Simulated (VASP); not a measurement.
A run of VASP 6.6.1 is set up as follows.

Contents of INCAR:

```
  ALGO = Normal
  EDIFF = 1E-6
  ENCUT = 520
  ISIF = 2
  ISMEAR = -1
  LASPH = True
  LCHARG = False
  LREAL = False
  LWAVE = False
  NBANDS = 12
  NELM = 100
  PREC = Accurate
  SIGMA = 0.1
```

The input KPOINTS:

```
k-points
0
Gamma
  10 10 10
```

File POSCAR:

```
Sb
1.0
    0.0000000000      2.5098892199      2.5098892199
    2.5098892199      0.0000000000      2.5098892199
    2.5098892199      2.5098892199      0.0000000000
Sb
2
Direct
   -0.1250000000     -0.1250000000     -0.1250000000
    0.1250000000      0.1250000000      0.1250000000
```

Potentials or basis: VASP PAW LDA potentials, release 64 (Sb).

The run is started by

```bash
$ cat potpaw_LDA.64/Sb/POTCAR > POTCAR
$ mpirun -np 1 vasp_std > vasp.out
```

**Question.** What does it give for the band gap on the k mesh?

**Answer.** Zero (band 5 reaches 19.62 eV, above the bottom of band 6 at 15.91 eV).

**Question.** Predict the pressure.

**Answer.** 236.5 GPa.

Caveat: spin-orbit coupling is left out, which moves the levels of the heavy elements.
